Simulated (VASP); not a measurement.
Nb, 2 atoms in the cell. The structure is hexagonal, space group P6_3/mmc (No. 194). The conventional cell has a = 2.260 Å, b = 2.260 Å, c = 3.668 Å, α = 90.00°, β = 90.00°, γ = 120.00°. Within 3.0 Å of Nb (site symmetry -6m2) lie 12 Nb at 2.25 to 2.26 Å. This isn't the form of Nb at room conditions, which is bcc.

| Property | Result |
| --- | --- |
| Program | VASP 6.6.1 |
| Task | single point |
| Functional | PBEsol |
| Potentials or basis | VASP PAW PBE potentials, release 64 (Nb_sv) |
| Cutoff | 520 eV |
| k mesh | 17 × 17 × 9 |
| Occupations | fermi-dirac, width 0.05 eV |
| Spin | no spin polarisation |
| Dipole correction | no |
| Further INCAR settings | ALGO = Normal; EDIFF = 1e-06; NBANDS = 20 |

Potentials or basis: VASP PAW PBE potentials, release 64 (Nb_sv).

Command:

```console
$ cat potpaw_PBE.64/Nb_sv/POTCAR > POTCAR
$ mpirun -np 1 vasp_std > vasp.out
```

Hardware: 1 thread of Intel Xeon 8259CL, on a shared host.

Task: Estimate the wall time of this run.

Result: Wall time 85 s on 1 thread of Intel Xeon 8259CL (shared host), peak memory 0.16 GiB. Counts: scf iterations 13, k points 165.
